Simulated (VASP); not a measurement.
# Mg2NCl (R-3m) in VASP: notebook

Runs on Mg2NCl. Level: PBEsol+D3(BJ). Tasks: single point.

Program: VASP 6.6.1. These are calculated values, not measurements. Logs are shortened: lines on timing, memory, paths and dates and some standing lists are left out, and cuts for length are marked.

## Step 1: The cell of the first run

The structure is trigonal, space group R-3m (No. 166). The conventional cell has a = 3.207 Å, b = 3.207 Å, c = 17.387 Å, α = 90.00°, β = 90.00°, γ = 120.00°. Mg (site symmetry 3m) has 3 N at 2.09 Å and 3 Cl at 2.67 Å and 3 Mg at 2.69 Å within 2.8 Å. N (site symmetry -3m) has 6 Mg at 2.09 Å within 2.8 Å. Within 3.5 Å of Cl (site symmetry -3m) lie 6 Mg at 2.67 Å and 6 Cl at 3.21 Å and 6 N at 3.44 Å.

## Step 2: Single point, PBEsol+D3(BJ)

INCAR

```
SYSTEM = Mg2NCl
PREC = Accurate ; ENCUT = 520
EDIFF = 1E-7 ; ISMEAR = -1
SIGMA = 0.3 ; LREAL = .False.
LASPH = .True. ; NELM = 80
ALGO = Normal ; ISIF = 2
LWAVE = .False. ; LCHARG = .False.
GGA = PS ; IVDW = 12
NBANDS = 16
```

KPOINTS

```
Automatic mesh
0
Gamma
  7 7 7
  0 0 0
```

POSCAR

```
Mg2NCl
1.0
    1.6033563599      0.9256977051      5.7958105695
   -1.6033563599      0.9256977051      5.7958105695
    0.0000000000     -1.8513963757      5.7958105695
Mg N Cl
2 1 1
Direct
    0.2228150000      0.2228150000      0.2228150000
    0.7771850000      0.7771850000      0.7771850000
    0.5000000000      0.5000000000      0.5000000000
    0.0000000000      0.0000000000      0.0000000000
```

Potentials or basis: VASP PAW PBE potentials, release 64 (Mg, N, Cl).

Started as:

```console
cat potpaw_PBE.64/Mg/POTCAR potpaw_PBE.64/N/POTCAR potpaw_PBE.64/Cl/POTCAR > POTCAR
mpirun -np 1 vasp_std > vasp.out
```

OUTCAR:

```text
SYSTEM = Mg2NCl
   PREC = Accurate
   ENCUT = 520
   EDIFF = 1E-7
   ISMEAR = -1
   LREAL = .False.
   LASPH = .True.
   NELM = 80
   ISIF = 2
   GGA = PS
   IVDW = 12
 IVDW          = 12

 ion  position               nearest neighbor table
   1  0.223  0.223  0.223-   3 2.09   3 2.09   3 2.09   4 2.67   4 2.67   4 2.67   2 2.69   2 2.69
                             2 2.69
   2  0.777  0.777  0.777-   3 2.09   3 2.09   3 2.09   4 2.67   4 2.67   4 2.67   1 2.69   1 2.69
                             1 2.69
   3  0.500  0.500  0.500-   1 2.09   2 2.09   1 2.09   1 2.09   2 2.09   2 2.09
   4  0.000  0.000  0.000-   2 2.67   1 2.67   2 2.67   2 2.67   1 2.67   1 2.67

  LATTYP: Found a trigonal (rhomboedric) cell.
 ALAT       =     6.0843313532
 COS(alpha) =     0.8611121043

  Lattice vectors:

 A1 = (   1.6033563599,   0.9256977051,   5.7958105695)
 A2 = (  -1.6033563599,   0.9256977051,   5.7958105695)
 A3 = (   0.0000000000,  -1.8513963757,   5.7958105695)

Analysis of symmetry for initial positions (statically):
=====================================================================
 Subroutine PRICEL returns:
 Original cell was already a primitive cell.

 Routine SETGRP: Setting up the symmetry group for a
 trigonal (rhombohedral) supercell.

 Subroutine GETGRP returns: Found 12 space group operations
 (whereof 12 operations were pure point group operations)
 out of a pool of 12 trial point group operations.

The static configuration has the point symmetry D_3d.

Analysis of symmetry for dynamics (positions and initial velocities):
=====================================================================
 Subroutine PRICEL returns:
 Original cell was already a primitive cell.

 Routine SETGRP: Setting up the symmetry group for a
 trigonal (rhombohedral) supercell.

 Subroutine GETGRP returns: Found 12 space group operations
 (whereof 12 operations were pure point group operations)
 out of a pool of 12 trial point group operations.

The dynamic configuration has the point symmetry D_3d.

 Subroutine INISYM returns: Found 12 space group operations
 (whereof 12 operations are pure point group operations),
 and found     1 'primitive' translations

----------------------------------------------------------------------------------------

                                     Primitive cell

  volume of cell :      51.6137

  direct lattice vectors                    reciprocal lattice vectors
     1.603356360  0.925697705  5.795810570     0.311845833  0.180044314  0.057512817
    -1.603356360  0.925697705  5.795810570    -0.311845833  0.180044314  0.057512817
     0.000000000 -1.851396376  5.795810570     0.000000000 -0.360088629  0.057512787

  length of vectors
     6.084331353  6.084331353  6.084331409     0.364652578  0.364652578  0.364652631

  position of ions in fractional coordinates (direct lattice)
     0.222815000  0.222815000  0.222815000
     0.777185000  0.777185000  0.777185000
     0.500000000  0.500000000  0.500000000
     0.000000000  0.000000000  0.000000000

  ion indices of the primitive-cell ions
   primitive index   ion index
                 1           1
                 2           2
                 3           3
                 4           4

----------------------------------------------------------------------------------------

 KPOINTS: Automatic mesh

Automatic generation of k-mesh.
 Grid dimensions read from file:
 generate k-points for:    7    7    7

 Generating k-lattice:

  Cartesian coordinates                     Fractional coordinates (reciprocal lattice)
     0.044549405  0.025720616  0.008216117     0.142857143  0.000000000  0.000000000
    -0.044549405  0.025720616  0.008216117     0.000000000  0.142857143  0.000000000
     0.000000000 -0.051441233  0.008216112     0.000000000  0.000000000  0.142857143

  Length of vectors
     0.052093225  0.052093225  0.052093233

  Shift w.r.t. Gamma in fractional coordinates (k-lattice)
     0.000000000  0.000000000  0.000000000

 Subroutine IBZKPT returns following result:
 ===========================================

 Found     44 irreducible k-points:

 Following reciprocal coordinates:
            Coordinates               Weight
  0.000000  0.000000  0.000000      1.000000
  0.142857  0.000000  0.000000      6.000000
  0.285714  0.000000  0.000000      6.000000
  0.428571 -0.000000 -0.000000      6.000000
  0.142857  0.142857  0.000000      6.000000
  0.285714  0.142857 -0.000000     12.000000
[... 16 lines left out ...]
  0.285714  0.285714  0.142857      6.000000
  0.428571  0.285714  0.142857     12.000000
 [... further k-points ...]
   k-points           NKPTS =     44   k-points in BZ     NKDIM =     44   number of bands    NBANDS=     16
   number of dos      NEDOS =    301   number of ions     NIONS =      4
   total plane-waves  NPLWV = 110592
   dimension x,y,z NGX =    48 NGY =   48 NGZ =   48
   dimension x,y,z NGXF=    96 NGYF=   96 NGZF=   96
   ions per type =               2   1   1
   NGX,Y,Z   is equivalent  to a cutoff of  13.12, 13.12, 13.12 a.u.
   NGXF,Y,Z  is equivalent  to a cutoff of  26.23, 26.23, 26.23 a.u.
 SYSTEM =  Mg2NCl
   PREC   = accura    normal or accurate (medium, high low for compatibility)
   ISTART =      0    job   : 0-new  1-cont  2-samecut
   ICHARG =      2    charge: 1-file 2-atom 10-const
   ISPIN  =      1    spin polarized calculation?
   LNONCOLLINEAR =      F non collinear calculations
   LSORBIT =      F    spin-orbit coupling
   LASPH  =      T    aspherical Exc in radial PAW
   ENCUT  =  520.0 eV  38.22 Ry    6.18 a.u.  11.31 11.31 11.31*2*pi/ulx,y,z
   NELM   =     80;   NELMIN=  2; NELMDL= -5     # of ELM steps
   EDIFF  = 0.1E-06   stopping-criterion for ELM
   LREAL  =      F    real-space projection
   EDIFFG = 0.1E-05   stopping-criterion for IOM
   NSW    =      0    number of steps for IOM
   IBRION =     -1    ionic relax: 0-MD 1-quasi-New 2-CG
   NFREE  =      0    steps in history (QN), initial steepest desc. (CG)
   ISIF   =      2    stress and relaxation
   ISYM   =      2    0-nonsym 1-usesym 2-fastsym
   POTIM  = 0.5000    time-step for ionic-motion
   TEBEG  =    0.0;   TEEND  =   0.0 temperature during run
   PSTRESS=    0.0 pullay stress
   NELECT =      16.0000    total number of electrons
   NUPDOWN=      -1.0000    fix difference up-down
   EMIN   =  10.00;   EMAX   =-10.00  energy-range for DOS
   EFERMI =   0.00;   METHOD = LEGACY
   ISMEAR =    -1;   SIGMA  =   0.30  broadening in eV -4-tet -1-fermi 0-gaus
   EFERMI_NEDOS =   21; number of points for ismear=-14 and -15
   IALGO  =     38    algorithm
   IMIX   =      4    mixing-type and parameters
     AMIX     =   0.40;   BMIX     =  1.00
     AMIX_MAG =   1.60;   BMIX_MAG =  1.00
  volume/ion in A,a.u.               =      12.90        87.08
  Fermi-wavevector in a.u.,A,eV,Ry     =   1.107966  2.093753 16.702367  1.227589
  Thomas-Fermi vector in A             =   2.244487
   LORBIT       =      0    0 simple, 1 ext, 2 COOP (PROOUT), +10 PAW based schemes
   GGA     = PS    functional components
   LHFCALC =     F    Hartree Fock is set to
   AEXX    =    0.0000 exact exchange contribution
   IVDW    =    12    specifies the selected vdW correction
   LEPSILON=     F    determine dielectric tensor
   LRPA    =     F    only Hartree local field effects (RPA)
 non-spin polarized calculation
  energy-cutoff  :      520.00
  volume of cell :       51.61
 maximum number of plane-waves:      1409
 NGX is ok and might be reduce to    48
   NGX = 23   NGY = 23   NGZ = 23

 number of electron      16.0000000 magnetization

 Free energy of the ion-electron system (eV)
  ---------------------------------------------------
  ext. energy  EPLUGINS =         0.00000000
  ---------------------------------------------------
  free energy    TOTEN  =       -18.86156953 eV

  energy without entropy =      -18.85748970  energy(sigma->0) =      -18.85952961

 E-fermi :   6.6074     XC(G=0): -10.5669

 val. band max:        4.8057398419   @ k =   0.0000   0.0000   0.0000
 cond. band min:       7.6989628519   @ k =   0.0000   0.0000   0.0000
 fundamental gap:      2.8932230100
 Fermi energy:         6.6074276983

 k-point     1 :       0.0000    0.0000    0.0000
  band No.  band energies     occupation
      1     -12.1901      2.00000
      2      -8.2197      2.00000
      3      -2.0331      2.00000
      4       2.4887      2.00000
      5       2.4887      2.00000
      6       3.7739      1.99984
[... 8 lines left out ...]
     15      15.3638      0.00000
     16      15.3638      0.00000

 k-point     2 :       0.1429    0.0000    0.0000
  band No.  band energies     occupation
      1     -12.0045      2.00000
      2      -8.0511      2.00000
      3      -1.7579      2.00000
      4       1.4450      2.00000
      5       2.2835      2.00000
      6       3.6511      1.99989
[... 8 lines left out ...]
     15      15.0900      0.00000
     16      15.5238      0.00000

 k-point     3 :       0.2857    0.0000    0.0000
  band No.  band energies     occupation
      1     -11.5391      2.00000
      2      -7.6276      2.00000
      3      -1.0368      2.00000
      4      -0.3743      2.00000
      5       1.8694      2.00000
      6       1.9710      2.00000
[... 8 lines left out ...]
     15      15.0798      0.00000
     16      16.9947      0.00000

 k-point     4 :       0.4286   -0.0000   -0.0000
  band No.  band energies     occupation
      1     -11.0996      2.00000
      2      -7.2292      2.00000
      3      -1.6350      2.00000
      4      -0.2435      2.00000
      5       0.7931      2.00000
      6       1.5739      2.00000
[... 8 lines left out ...]
     15      14.7451      0.00000
     16      17.7951      0.00000
[... 324 lines left out ...]
 k-point    22 :      -0.1429    0.1429    0.1429
  band No.  band energies     occupation
      1     -11.5407      2.00000
      2      -7.6180      2.00000
      3      -1.0953      2.00000
      4      -0.3932      2.00000
      5       1.8590      2.00000
      6       1.9983      2.00000
[... 8 lines left out ...]
     15      14.9829      0.00000
     16      17.1249      0.00000

 k-point    23 :       0.2857    0.2857    0.1429
  band No.  band energies     occupation
      1     -11.9879      2.00000
      2      -8.1276      2.00000
      3      -1.4355      2.00000
      4       1.3748      2.00000
      5       2.2762      2.00000
      6       3.0708      1.99998
[... 8 lines left out ...]
     15      15.1855      0.00000
     16      15.5633      0.00000

 k-point    24 :       0.4286    0.2857    0.1429
  band No.  band energies     occupation
      1     -11.6614      2.00000
      2      -7.8187      2.00000
      3      -0.9885      2.00000
      4       0.1475      2.00000
      5       1.7054      2.00000
      6       2.6356      2.00000
[... 8 lines left out ...]
     15      15.6626      0.00000
     16      16.7434      0.00000

 [... further k-points ...]

------------------------ aborting loop because EDIFF is reached ----------------------------------------

 Edisp (eV)   -1.08532

 E8    (eV) :    -0.6663

  FORCE on cell =-STRESS in cart. coord.  units (eV):
  Direction    XX          YY          ZZ          XY          YZ          ZX
  --------------------------------------------------------------------------------------
  -------------------------------------------------------------------------------------
  Total       1.61358     1.61358     1.08434     0.00000    -0.00000     0.00000
  in kB      50.08829    50.08826    33.65989     0.00000    -0.00000     0.00000
  external pressure =       44.61 kB  Pullay stress =        0.00 kB

 VOLUME and BASIS-vectors are now :
 -----------------------------------------------------------------------------
  energy-cutoff  :      520.00
  volume of cell :       51.61
      direct lattice vectors                 reciprocal lattice vectors
     1.603356360  0.925697705  5.795810570     0.311845833  0.180044314  0.057512817
    -1.603356360  0.925697705  5.795810570    -0.311845833  0.180044314  0.057512817
     0.000000000 -1.851396376  5.795810570     0.000000000 -0.360088629  0.057512787

 POSITION                                       TOTAL-FORCE (eV/Angst)
 -----------------------------------------------------------------------------------
      0.00000     -0.00000      3.87418         0.000000     -0.000000      0.443197
      0.00000     -0.00000     13.51325         0.000000      0.000000     -0.443197
      0.00000     -0.00000      8.69372         0.000000      0.000000      0.000000
      0.00000      0.00000      0.00000         0.000000      0.000000      0.000000
 -----------------------------------------------------------------------------------
    total drift:                                0.000000     -0.000000     -0.000000

  FREE ENERGIE OF THE ION-ELECTRON SYSTEM (eV)
  ---------------------------------------------------
  free  energy   TOTEN  =       -19.9468886644 eV

  energy  without entropy=      -19.9428088350  energy(sigma->0) =      -19.94484875
```

Run time: 2.2 min. Hardware: 1 thread of AMD EPYC 7R13 (Zen 3), shared host; peak memory 0.3 GiB.

What came out:

```yaml
Free_energy: -19.9469 eV
Pressure: 4.5 GPa
Largest_force: 0.443 eV/Å
Band_gap_on_the_k_mesh: 2.89 eV, direct
Dispersion_energy_per_atom: -0.271 eV
```

Forces on the atoms (eV/Å):
```
Mg   0.000  0.000  0.443
Mg   0.000  0.000 -0.443
N    0.000  0.000  0.000
Cl   0.000  0.000  0.000
```

Stress tensor (GPa, compression positive):
```
5.01 0.00 0.00
0.00 5.01 0.00
0.00 0.00 3.37
```

Caveat: three body term missing; the PAW data sets were made with another functional, which shifts forces and pressure a little. A k mesh can miss the band edges.

[end of part 1 of 2]
